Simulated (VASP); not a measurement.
Input of a VASP 6.6.1 run:

The input INCAR:

```
ALGO = Normal ; EDIFF = 1E-6
ENCUT = 520 ; GGA = PS
ISIF = 2 ; ISMEAR = 0
LASPH = T ; LCHARG = T
LELF = T ; LREAL = F
LVHAR = T ; LWAVE = F
NBANDS = 31 ; NELM = 100
PREC = Accurate ; SIGMA = 0.05
```

The input KPOINTS:

```
k-points
0
Gamma
  6 6 8
```

The input POSCAR:

```
HfO2
1.0
    4.8307835077      0.0000000000      0.0000000000
    0.0000000000      4.8307835077      0.0000000000
    0.0000000000      0.0000000000      3.2101828971
Hf O
2 4
Direct
    0.0000000000      0.0000000000     -0.0309951187
    0.5000000000      0.5000000000      0.5309951187
    0.1761297406      0.7861640144      0.4882965444
    0.3238702594      0.2861640144      0.0117034556
    0.6761297406      0.7138359856      0.0117034556
    0.8238702594      0.2138359856      0.4882965444
```

Potentials or basis: VASP PAW PBE potentials, release 64 (Hf_pv, O).

Command:

```bash
$ cat potpaw_PBE.64/Hf_pv/POTCAR potpaw_PBE.64/O/POTCAR > POTCAR
$ mpirun -np 1 vasp_std > vasp.out
```

**Question.** What does it give for the largest force?

**Answer.** 0.574 eV/Å.

**Question.** Predict the pressure.

**Answer.** -3.6 GPa.

Stress tensor (GPa, compression positive):
```
-2.91  0.00  0.00
 0.00 -4.31  0.00
 0.00  0.00 -3.58
```

Caveat: the cell differs from its parent crystal (atoms displaced along a vibrational mode); the cell stands under tension; the PAW data sets were made with another functional, which shifts forces and pressure a little.
